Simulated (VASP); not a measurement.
Here is a VASP 6.6.1 calculation.

Contents of INCAR:

```
ALGO     = Normal         # electronic algorithm
EDIFF    = 1E-6           # SCF threshold, eV
EDIFFG   = -0.02          # ionic threshold
ENCUT    = 600            # plane-wave cutoff, eV
GGA      = PS             # functional
IBRION   = 2              # ionic algorithm
ISIF     = 3              # what is computed and relaxed
ISMEAR   = -1             # smearing method
LASPH    = True           # aspherical terms in the spheres
LCHARG   = False          # write CHGCAR
LREAL    = False          # projectors in reciprocal space
LWAVE    = False          # write WAVECAR
NELM     = 80             # most SCF steps
NSW      = 80             # ionic steps
PREC     = Accurate       # precision mode
SIGMA    = 0.1            # smearing width, eV
```

The input KPOINTS:

```
k-points
0
Gamma
  8 8 5
```

POSCAR

```
Mg
1.0
    3.2093000000      0.0000000000      0.0000000000
   -1.6046500000      2.7793353300      0.0000000000
    0.0000000000      0.0000000000      5.2103000000
Mg
2
Direct
    0.3333333300      0.6666666700      0.2500000000
    0.6666666700      0.3333333300      0.7500000000
```

Potentials or basis: VASP PAW PBE potentials, release 64 (Mg).

Launch:

```console
$ cat potpaw_PBE.64/Mg/POTCAR > POTCAR
$ mpirun -np 1 vasp_std > vasp.out
```

Question: What does it give for the relaxed volume?

Answer: 22.51 Å³/atom.

Question: Predict the space group after relaxing (to 0.05 Å).

Answer: P6_3/mmc (No. 194).

Final structure:
```yaml
crystal:
  lattice:
    - [3.17484, 0.00000, 0.00000]
    - [-1.58742, 2.74950, 0.00000]
    - [0.00000, 0.00000, 5.15661]
  atoms:
    - { symbol: Mg, position: [0.33333, 0.66667, 0.25000] }
    - { symbol: Mg, position: [0.66667, 0.33333, 0.75000] }
```

Caveat: the PAW data sets were made with another functional, which shifts forces and pressure a little.
